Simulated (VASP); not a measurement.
Set up this calculation in VASP 6.6.1, as the native input.

| Property | Result |
| --- | --- |
| Task | single point |
| Functional | PBE |
| Potentials or basis | VASP PAW PBE potentials, release 64 (Ir) |
| Cutoff | 500 eV |
| k mesh | 8 × 8 × 8 |
| Occupations | fermi-dirac, width 0.05 eV |
| Spin | no spin polarisation |
| Dipole correction | no |
| Further INCAR settings | ALGO = Normal; EDIFF = 1e-06; NBANDS = 10 |

The structure of Ir lies in POSCAR:

```
Ir
1.0
    0.0000000000      1.9156000000      1.9156000000
    1.9156000000      0.0000000000      1.9156000000
    1.9156000000      1.9156000000      0.0000000000
Ir
1
Direct
    0.0000000000      0.0000000000      0.0000000000
```

The input as run:

INCAR

```
SYSTEM = Ir
ALGO = Normal ; EDIFF = 1E-6
ENCUT = 500 ; GGA = PE
GGA_COMPAT = .False. ; ISIF = 2
ISMEAR = -1 ; LASPH = .True.
LCHARG = .True. ; LELF = .True.
LREAL = .False. ; LVHAR = .True.
LWAVE = .False. ; NBANDS = 10
NELM = 120 ; PREC = Accurate
SIGMA = 0.05
```

KPOINTS

```
k-points
0
Gamma
  8 8 8
  0 0 0
```

Potentials or basis: VASP PAW PBE potentials, release 64 (Ir).

The run is started by

```sh
$ cat potpaw_PBE.64/Ir/POTCAR > POTCAR
$ mpirun -np 1 vasp_std > vasp.out
```

Results of the run:

* Pressure: 13.7 GPa

Wall time 9.8 s on 1 thread of AMD EPYC 7R13 (shared host), peak memory 0.1 GiB.
